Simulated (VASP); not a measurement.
Set up this calculation in VASP 6.6.1, as the native input.

| Quantity | Value |
| --- | --- |
| Task | single point |
| Functional | BLYP |
| Dispersion | D3(BJ) |
| Potentials or basis | VASP PAW PBE potentials, release 64 (Ti_sv, O) |
| Cutoff | 520 eV |
| k mesh | 6 × 6 × 9 |
| Occupations | fermi-dirac, width 0.05 eV |
| Spin | no spin polarisation |
| Dipole correction | no |
| Further INCAR settings | ALGO = Normal; EDIFF = 1e-07; NBANDS = 33 |

The structure of TiO2 lies in POSCAR:

```
TiO2
1.0
    4.5059367448      0.0000000000      0.0000000000
    0.0000000000      4.5059367448      0.0000000000
    0.0000000000      0.0000000000      2.8988044961
Ti O
2 4
Direct
    0.0000000000      0.0000000000      0.5000000000
    0.5000000000      0.5000000000      0.0000000000
    0.3043213200      0.3043213200      0.5000000000
    0.1956786800      0.8043213200      0.0000000000
    0.8043213200      0.1956786800      0.0000000000
    0.6956786800      0.6956786800      0.5000000000
```

These files were run (other wordings do the same):

INCAR

```
SYSTEM = TiO2
PREC     = Accurate       ! precision mode
ENCUT    = 520            ! plane-wave cutoff, eV
EDIFF    = 1E-7           ! SCF threshold, eV
ISMEAR   = -1             ! smearing method
SIGMA    = 0.05           ! smearing width, eV
LREAL    = .False.        ! projectors in reciprocal space
LASPH    = .True.         ! aspherical terms in the spheres
NELM     = 80             ! most SCF steps
ALGO     = Normal         ! electronic algorithm
ISIF     = 2              ! what is computed and relaxed
LWAVE    = .False.        ! write WAVECAR
LCHARG   = .False.        ! write CHGCAR
GGA      = B5             ! functional
ALDAX    = 1.0          
AGGAX    = 1.0          
AGGAC    = 1.0          
ALDAC    = 0.0          
IVDW     = 12             ! dispersion correction
NBANDS   = 33             ! bands
VDW_S6   = 1.0          
VDW_S8   = 2.6996       
VDW_A1   = 0.4298       
VDW_A2   = 4.2359
```

KPOINTS

```
Automatic mesh
0
Gamma
  6 6 9
  0 0 0
```

Potentials or basis: VASP PAW PBE potentials, release 64 (Ti_sv, O).

Run with:

```console
$ cat potpaw_PBE.64/Ti_sv/POTCAR potpaw_PBE.64/O/POTCAR > POTCAR
$ mpirun -np 1 vasp_std > vasp.out
```

Results of the run:

| Item | Value |
| --- | --- |
| Pressure | 19.5 GPa |
| Largest force | 0.437 eV/Å |
| Band gap on the k mesh | 1.98 eV, direct |
| Dispersion energy per atom | -0.578 eV |

Caveat: the PAW data sets were made with another functional, which shifts forces and pressure a little.

Wall time 2.4 min on 1 thread of Intel(R) Xeon(R) Platinum 8259CL CPU @ 2.50GHz (Skylake/Cascade Lake), with other jobs on the host, peak memory 0.22 GiB.
